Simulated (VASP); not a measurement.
# Ge (Im-3m) in VASP: single point with PBEsol

Aim: the single point of Ge with PBEsol.

Program: VASP 6.6.1. These are calculated values, not measurements. Logs are shortened: lines on timing, memory, paths and dates and some standing lists are left out, and cuts for length are marked.

## Step 1: The cell of the first run

It takes space group Im-3m (No. 229, cubic). Conventional cell: a = 3.320 Å, b = 3.320 Å, c = 3.320 Å, α = 90.00°, β = 90.00°, γ = 90.00°. Within 3.8 Å of Ge (site symmetry m-3m) lie 14 Ge at 2.88 to 3.32 Å.

## Step 2: Single point, PBEsol

INCAR reads:

```
SYSTEM = Ge
PREC = Accurate
ENCUT = 520
EDIFF = 1E-6
ISMEAR = -1
SIGMA = 0.13605693000000002
LREAL = .False.
LASPH = .True.
NELM = 100
ALGO = Normal
ISIF = 2
LWAVE = .False.
LCHARG = .False.
GGA = PS
NBANDS = 13
```

KPOINTS reads:

```
Automatic mesh
0
Gamma
  14 14 14
  0 0 0
```

POSCAR reads:

```
Ge
1.0
   -1.6600246767      1.6600246767      1.6600246767
    1.6600246767     -1.6600246767      1.6600246767
    1.6600246767      1.6600246767     -1.6600246767
Ge
1
Direct
    0.0000000000      0.0000000000      0.0000000000
```

Potentials or basis: VASP PAW PBE potentials, release 64 (Ge_d).

Started as:

```
cat potpaw_PBE.64/Ge_d/POTCAR > POTCAR
mpirun -np 1 vasp_std > vasp.out
```

OUTCAR:

```text
SYSTEM = Ge
   PREC = Accurate
   ENCUT = 520
   EDIFF = 1E-6
   ISMEAR = -1
   LREAL = .False.
   LASPH = .True.
   NELM = 100
   ISIF = 2
   GGA = PS

 ion  position               nearest neighbor table
   1  0.000  0.000  0.000-

  LATTYP: Found a body centered cubic cell.
 ALAT       =     3.3200493534

  Lattice vectors:

 A1 = (  -1.6600246767,   1.6600246767,   1.6600246767)
 A2 = (   1.6600246767,  -1.6600246767,   1.6600246767)
 A3 = (   1.6600246767,   1.6600246767,  -1.6600246767)

Analysis of symmetry for initial positions (statically):
=====================================================================
 Subroutine PRICEL returns:
 Original cell was already a primitive cell.

 Routine SETGRP: Setting up the symmetry group for a
 body centered cubic supercell.

 Subroutine GETGRP returns: Found 48 space group operations
 (whereof 48 operations were pure point group operations)
 out of a pool of 48 trial point group operations.

The static configuration has the point symmetry O_h .

Analysis of symmetry for dynamics (positions and initial velocities):
=====================================================================
 Subroutine PRICEL returns:
 Original cell was already a primitive cell.

 Routine SETGRP: Setting up the symmetry group for a
 body centered cubic supercell.

 Subroutine GETGRP returns: Found 48 space group operations
 (whereof 48 operations were pure point group operations)
 out of a pool of 48 trial point group operations.

The dynamic configuration has the point symmetry O_h .

 Subroutine INISYM returns: Found 48 space group operations
 (whereof 48 operations are pure point group operations),
 and found     1 'primitive' translations

----------------------------------------------------------------------------------------

                                     Primitive cell

  volume of cell :      18.2980

  direct lattice vectors                    reciprocal lattice vectors
    -1.660024677  1.660024677  1.660024677     0.000000000  0.301200342  0.301200342
     1.660024677 -1.660024677  1.660024677     0.301200342  0.000000000  0.301200342
     1.660024677  1.660024677 -1.660024677     0.301200342  0.301200342  0.000000000

  length of vectors
     2.875247082  2.875247082  2.875247082     0.425961608  0.425961608  0.425961608

  position of ions in fractional coordinates (direct lattice)
[... 83 lines left out ...]
   ISIF   =      2    stress and relaxation
   ISYM   =      2    0-nonsym 1-usesym 2-fastsym
   POTIM  = 0.5000    time-step for ionic-motion
   TEBEG  =    0.0;   TEEND  =   0.0 temperature during run
   PSTRESS=    0.0 pullay stress
   NELECT =      14.0000    total number of electrons
   NUPDOWN=      -1.0000    fix difference up-down
   EMIN   =  10.00;   EMAX   =-10.00  energy-range for DOS
   EFERMI =   0.00;   METHOD = LEGACY
   ISMEAR =    -1;   SIGMA  =   0.14  broadening in eV -4-tet -1-fermi 0-gaus
   EFERMI_NEDOS =   21; number of points for ismear=-14 and -15
   IALGO  =     38    algorithm
   IMIX   =      4    mixing-type and parameters
     AMIX     =   0.40;   BMIX     =  1.00
     AMIX_MAG =   1.60;   BMIX_MAG =  1.00
  volume/ion in A,a.u.               =      18.30       123.48
  Fermi-wavevector in a.u.,A,eV,Ry     =   1.497326  2.829535 30.504051  2.241984
  Thomas-Fermi vector in A             =   2.609228
   LORBIT       =      0    0 simple, 1 ext, 2 COOP (PROOUT), +10 PAW based schemes
   GGA     = PS    functional components
   LHFCALC =     F    Hartree Fock is set to
   AEXX    =    0.0000 exact exchange contribution
   IVDW    =     0    specifies the selected vdW correction
   LEPSILON=     F    determine dielectric tensor
   LRPA    =     F    only Hartree local field effects (RPA)
 non-spin polarized calculation
  energy-cutoff  :      520.00
  volume of cell :       18.30
 maximum number of plane-waves:       531
 NGX is ok and might be reduce to    24
   NGX = 11   NGY = 11   NGZ = 11

 number of electron      14.0000012 magnetization

 Free energy of the ion-electron system (eV)
  ---------------------------------------------------
  ext. energy  EPLUGINS =         0.00000000
  ---------------------------------------------------
  free energy    TOTEN  =        -4.67563961 eV

  energy without entropy =       -4.65013768  energy(sigma->0) =       -4.66288865

 E-fermi :   6.9717     XC(G=0): -11.5948

 val. band max:        6.9363720379   @ k =  -0.2857   0.3571   0.1429
 cond. band min:       7.0441500884   @ k =  -0.3571   0.4286   0.2857
 fundamental gap:      0.1077780504
 Fermi energy:         6.9717371072

 k-point     1 :       0.0000    0.0000    0.0000
  band No.  band energies     occupation
      1     -17.7030      2.00000
      2     -17.7030      2.00000
      3     -17.7030      2.00000
      4     -17.6080      2.00000
      5     -17.6080      2.00000
      6      -6.4499      2.00000
      7      16.4481      0.00000
      8      16.4481      0.00000
      9      16.4481      0.00000
     10      22.1777      0.00000
     11      22.1777      0.00000
     12      22.1777      0.00000
     13      24.0857      0.00000
[... 354 lines left out ...]
  band No.  band energies     occupation
      1     -17.7151      2.00000
      2     -17.6527      2.00000
      3     -17.6347      2.00000
      4     -17.6055      2.00000
      5     -17.5898      2.00000
      6       0.7067      2.00000
      7       3.2078      2.00000
      8       4.7400      2.00000
      9      11.9554      0.00000
     10      20.0721      0.00000
     11      22.3299      0.00000
     12      23.3472      0.00000
     13      28.3194      0.00000

 [... further k-points ...]

------------------------ aborting loop because EDIFF is reached ----------------------------------------

  FORCE on cell =-STRESS in cart. coord.  units (eV):
  Direction    XX          YY          ZZ          XY          YZ          ZX
  --------------------------------------------------------------------------------------
  -------------------------------------------------------------------------------------
  Total       -0.0190275     -0.0190275     -0.0190275      0.0000000      0.0000000      0.0000000
  in kB       -1.6660548     -1.6660548     -1.6660548      0.0000000      0.0000000      0.0000000
  external PRESSURE =      -1.6660548 kB  Pullay stress =       0.0000000 kB

 VOLUME and BASIS-vectors are now :
 -----------------------------------------------------------------------------
  energy-cutoff  :      520.00
  volume of cell :       18.30
      direct lattice vectors                 reciprocal lattice vectors
    -1.660024677  1.660024677  1.660024677     0.000000000  0.301200342  0.301200342
     1.660024677 -1.660024677  1.660024677     0.301200342  0.000000000  0.301200342
     1.660024677  1.660024677 -1.660024677     0.301200342  0.301200342  0.000000000

 POSITION                                       TOTAL-FORCE (eV/Angst)
 -----------------------------------------------------------------------------------
      0.00000      0.00000      0.00000         0.000000      0.000000      0.000000
 -----------------------------------------------------------------------------------
    total drift:                               -0.000000      0.000000     -0.000000

  FREE ENERGIE OF THE ION-ELECTRON SYSTEM (eV)
  ---------------------------------------------------
  free  energy   TOTEN  =        -4.6756396092 eV

  energy  without entropy=       -4.6501376811  energy(sigma->0) =       -4.66288865
```

stdout:

```text
POSCAR found type information on POSCAR Ge
 POSCAR found :  1 types and       1 ions
 scaLAPACK will be used
 -----------------------------------------------------------------------------
|                                                                             |
|                                                                             |
|     You enforced a specific xc type in the INCAR file but a different       |
|     I HOPE YOU KNOW WHAT YOU ARE DOING!                                     |
|                                                                             |
 -----------------------------------------------------------------------------

 LDA part: xc-table for (Slater+PW92), standard interpolation
 POSCAR, INCAR and KPOINTS ok, starting setup
 FFT: planning ... GRIDC
 FFT: planning ... GRID_SOFT
 FFT: planning ... GRID
 WAVECAR not read
 entering main loop
```

Run time: 9.5 s. Hardware: 1 thread of Intel Xeon 6975P-C, shared host; peak memory 0.15 GiB.

What came out:

- Free energy: -4.6756 eV
- Pressure: -0.2 GPa
- Band gap on the k mesh: zero (band 7 reaches 16.45 eV, above the bottom of band 8 at 3.89 eV)

Levels at points of the mesh, in eV from the Fermi level:
| k point | band 5 | band 6 | band 7 | band 8 | band 9 | band 10 |
| --- | --- | --- | --- | --- | --- | --- |
| (0.00, 0.00, 0.00) | -24.58 | -13.42 | 9.48 | 9.48 | 9.48 | 15.21 |
| (0.50, 0.00, 0.00) | -24.52 | -7.50 | -5.50 | 4.50 | 6.88 | 9.69 |
| (0.50, 0.50, 0.50) | -24.54 | -2.41 | -0.49 | -0.49 | -0.49 | 4.35 |

Caveat: the PAW data sets were made with another functional, which shifts forces and pressure a little.
